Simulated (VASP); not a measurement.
## NaCdI3: single point with PBE

NaCdI3:

```
Na Cd I
1.0
     6.07934    0.00000    0.00000
     0.00000    6.07934    0.00000
     0.00000    0.00000    6.07934
Na Cd I
1 1 3
Direct
  0.00000 0.00000 0.00000
  0.50000 0.50000 0.50000
  0.50000 0.50000 0.00000
  0.50000 0.00000 0.50000
  0.00000 0.50000 0.50000
```

```
Program                : VASP 6.6.1
Task                   : single point
Functional             : PBE
Potentials or basis    : VASP PAW PBE potentials, release 64 (Na_pv, Cd, I)
Cutoff                 : 520 eV
k mesh                 : 4 × 4 × 4
Occupations            : fermi-dirac, width 0.02 eV
Spin                   : no spin polarisation
Dipole correction      : no
Further INCAR settings : ALGO = Normal; EDIFF = 1e-06; NBANDS = 28
```

```yaml
Pressure: -0.9 GPa
Band_gap_on_the_k_mesh: zero (bands 20 and 21 overlap by 0.36 eV)
```

Levels at points of the mesh, in eV from the Fermi level:
```csv
k point,band 18,band 19,band 20,band 21,band 22,band 23
"(0.00, 0.00, 0.00)",-0.50,-0.50,-0.50,-0.40,2.41,5.77
"(0.50, 0.00, 0.00)",-0.85,-0.57,-0.57,2.34,3.60,4.54
"(0.50, 0.50, 0.00)",-0.94,-0.27,-0.05,3.72,3.72,4.83
"(0.50, 0.50, 0.50)",-0.04,-0.04,-0.04,2.77,4.19,4.19
```

Wall time 55 s on 1 thread of AMD EPYC 9R45 (Zen 5), with other jobs on the host, peak memory 0.31 GiB.

Caveat: spin-orbit coupling is left out, which moves the levels of the heavy elements.
